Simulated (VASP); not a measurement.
YS, 2 atoms in the cell. It takes space group Fm-3m (No. 225, cubic). Conventional cell: a = 5.603 Å, b = 5.603 Å, c = 5.603 Å, α = 90.00°, β = 90.00°, γ = 90.00°. S (site symmetry m-3m) has 6 Y at 2.80 Å within 3.7 Å. Within 3.7 Å of Y (site symmetry m-3m) lie 6 S at 2.80 Å. 

```yaml
Program: VASP 6.6.1
Task: single point
Functional: PBEsol
Potentials_or_basis: VASP PAW PBE potentials, release 64 (S, Y_sv)
Cutoff: 500 eV
k_mesh: 8 × 8 × 8
Occupations: fermi-dirac, width 0.1 eV
Spin: no spin polarisation
Dipole_correction: no
Further_INCAR_settings: ALGO = Normal; EDIFF = 1e-06; NBANDS = 16
```

Potentials or basis: VASP PAW PBE potentials, release 64 (S, Y_sv).

Run with:

```bash
$ cat potpaw_PBE.64/S/POTCAR potpaw_PBE.64/Y_sv/POTCAR > POTCAR
$ mpirun -np 1 vasp_std > vasp.out
```

Hardware: 1 thread of Intel(R) Xeon(R) 6975P-C (Granite Rapids), with other jobs on the host.

Question: How long does it take, and how much memory?

Answer: It took 11 s on 1 thread of Intel(R) Xeon(R) 6975P-C (Granite Rapids) (shared host), peak memory 0.18 GiB. Counts: scf iterations 13, k points 29.
